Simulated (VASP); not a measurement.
Input of a VASP 6.6.1 run:

Contents of INCAR:

```
PREC = Accurate
ENCUT = 520
EDIFF = 1E-7
ISMEAR = -1
SIGMA = 0.05
LREAL = Auto
LASPH = True
NELM = 100
ALGO = Normal
ISIF = 2
LWAVE = False
LCHARG = False
GGA = PS
NELECT = 278.0
ISYM = 0
NBANDS = 172
```

Contents of KPOINTS:

```
Automatic mesh
0
Gamma
  1 1 1
  0.25 0.25 0.25
```

The input POSCAR:

```
Li27F28
1.0
    0.0000000000      6.0113880000      6.0113880000
    6.0113880000      0.0000000000      6.0113880000
    6.0113880000      6.0113880000      0.0000000000
F Li
28 27
Direct
    0.5005990000      0.1659200000      0.1685010000
    0.1665510000      0.4984890000      0.5028830000
    0.5035240000      0.8294800000      0.1682540000
    0.5026020000      0.1664480000      0.8342680000
    0.8256690000      0.5050050000      0.5001440000
    0.4951000000      0.8382280000      0.8359130000
    0.1687410000      0.4956910000      0.1715090000
    0.5017890000      0.1699290000      0.4998340000
    0.8365250000      0.5016920000      0.1638180000
    0.1640710000      0.4971380000      0.8415180000
    0.5008790000      0.8367700000      0.4984800000
    0.8295520000      0.5004380000      0.8365850000
    0.1653510000      0.1708820000      0.4976640000
    0.5020430000      0.5020910000      0.1654920000
    0.8344470000      0.1671280000      0.4977340000
    0.1666840000      0.8371540000      0.4956020000
    0.5050750000      0.4989910000      0.8325250000
    0.8382570000      0.8330870000      0.4986290000
    0.1705700000      0.1622880000      0.1641060000
    0.8380880000      0.1631520000      0.1628440000
    0.1641190000      0.8374480000      0.1666020000
    0.1677300000      0.1677050000      0.8322290000
    0.5005900000      0.4977280000      0.4982220000
    0.8320130000      0.8346480000      0.1655400000
    0.8310080000      0.1675640000      0.8371390000
    0.1681650000      0.8300630000      0.8387210000
    0.8334970000      0.8361760000      0.8349380000
    0.4168060000      0.4134880000      0.4201120000
    0.0017500000      0.9983130000      0.9987100000
    0.6656400000      0.9995820000      0.9977160000
    0.9983920000      0.6648220000      0.9975060000
    0.0006520000      0.9987170000      0.6694970000
    0.3353040000      0.3344310000      0.3321010000
    0.6700250000      0.6670420000      0.9990590000
    0.6684300000      0.0038660000      0.6639780000
    0.9976180000      0.6635680000      0.6686840000
    0.6691220000      0.6638630000      0.6679050000
    0.9989230000      0.0025200000      0.3318500000
    0.3298930000      0.3394820000      0.9982100000
    0.6689890000      0.9980820000      0.3345200000
    0.9964230000      0.6697640000      0.3323440000
    0.3323790000      0.3314430000      0.6718830000
    0.6654840000      0.6662730000      0.3300120000
    0.0017920000      0.3332280000      0.9973740000
    0.3365290000      0.0005270000      0.3344300000
    0.6704200000      0.3331540000      0.9955220000
    0.9988890000      0.3328890000      0.6682070000
    0.3359250000      0.6661820000      0.3316350000
    0.6640110000      0.3392990000      0.6667730000
    0.3326180000      0.0030050000      0.0003900000
    0.9962470000      0.3354010000      0.3338860000
    0.3309790000      0.6673570000      0.0010800000
    0.3333780000      0.9996370000      0.6664130000
    0.6615790000      0.3348330000      0.3336380000
    0.3320360000      0.6687040000      0.6633640000
```

Potentials or basis: VASP PAW PBE potentials, release 64 (F, Li_sv).

The run is started by

```bash
$ cat potpaw_PBE.64/F/POTCAR potpaw_PBE.64/Li_sv/POTCAR > POTCAR
$ mpirun -np 1 vasp_std > vasp.out
```

Task: Predict the largest force.

Result: 12.098 eV/Å.

Forces in eV/Å, atoms in the order of the input:
```
F   -0.284 -0.151 -0.046
F    6.056 -5.947 -5.910
F    0.120 -0.190  0.319
F    0.132  0.168 -0.072
F   -0.170  0.208  0.103
F   -0.141  0.105  0.057
F   -0.070 -0.494 -0.009
F   -7.059  7.046 -6.847
F   -0.115  0.086  0.149
F    0.123 -0.113  0.150
F    0.016 -0.029 -0.189
F   -0.089  0.082  0.204
F   -0.055  0.055 -0.456
F   -5.289 -5.347  5.433
F    0.012  0.319  0.120
F    0.360  0.214 -0.033
F    0.110 -0.195 -0.176
F    0.096 -0.029 -0.124
F    0.215 -0.053  0.103
F   -0.044  0.031  0.112
F   -0.088 -0.174 -0.003
F    0.091  0.005 -0.294
F    6.649  6.440  6.618
F   -0.132  0.040  0.034
F   -0.285 -0.002  0.090
F   -0.107 -0.302 -0.033
F   -0.166  0.020  0.026
F    0.132 -2.319  0.466
Li   0.168  0.099  0.025
Li   0.222  0.037 -0.027
Li   0.142  0.187 -0.002
Li  -0.075 -0.184  0.118
Li   0.202  0.208  0.163
Li   0.061 -0.126 -0.556
Li  -0.020 -0.494 -0.090
Li  -0.486 -0.089  0.132
Li   0.109 -0.134  0.038
Li  -0.059  0.040 -0.058
Li  -0.047  0.268  0.014
Li   0.447 -0.064  0.028
Li  -0.013  0.512  0.019
Li  -0.387 -0.338  0.305
Li   0.108  0.085 -0.385
Li   0.021 -0.002 -0.160
Li  -0.029 -0.039  0.015
Li   0.554  0.067 -0.138
Li  -0.046 -0.036  0.510
Li  -0.258  0.188 -0.326
Li  -0.116 -0.420 -0.046
Li  -0.165  0.040 -0.074
Li   0.027  0.076  0.018
Li   0.024  0.552  0.103
Li   0.023  0.082  0.558
Li   0.031 -0.075 -0.064
Li  -0.459  0.086  0.089
```

Caveat: the cell carries a net charge on a neutralising background, which shifts energy and pressure; the PAW data sets were made with another functional, which shifts forces and pressure a little.
